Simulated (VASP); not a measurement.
Input of a VASP 6.6.1 run:

INCAR

```
ALGO = Normal
DIPOL = 0.5 0.5 0.361
EDIFF = 1E-6
ENCUT = 520
GGA = PE
GGA_COMPAT = F
IDIPOL = 3
ISIF = 2
ISMEAR = 0
IVDW = 12
LASPH = T
LCHARG = F
LDIPOL = T
LREAL = F
LWAVE = F
NBANDS = 42
NELM = 120
NELMDL = -8
PREC = Accurate
SIGMA = 0.1
```

The input KPOINTS:

```
k-points
0
Gamma
  6 6 1
```

Contents of POSCAR:

```
Ga2Sb2CO
1.0
    4.3343814621      0.0000000000      0.0000000000
   -2.1671907311      3.7536844559      0.0000000000
    0.0000000000      0.0000000000     23.3197422777
Sb Ga O C
2 2 1 1
Direct
    0.0000000000      0.0000000000      0.1715284823
    0.3333333333      0.6666666667      0.3301590654
    0.3333333333      0.6666666667      0.2094685204
    0.6666666667      0.3333333333      0.3632005095
    0.6666666667      0.3333333333      0.5218643557
    0.6666666667      0.3333333333      0.5711787943
```

Potentials or basis: VASP PAW PBE potentials, release 64 (Sb_d_GW, Ga_d, O, C).

Run with:

```bash
$ cat potpaw_PBE.64/Sb_d_GW/POTCAR potpaw_PBE.64/Ga_d/POTCAR potpaw_PBE.64/O/POTCAR potpaw_PBE.64/C/POTCAR > POTCAR
$ mpirun -np 1 vasp_std > vasp.out
```

(1) Estimate the dispersion energy per atom.

(2) Predict the largest force.

(3) What does it give for the band gap on the k mesh?

Results:

(1) -0.162 eV.

(2) 0.720 eV/Å.

(3) 0.05 eV (least direct gap 0.12 eV).

Caveat: spin-orbit coupling is left out, which moves the levels of the heavy elements.
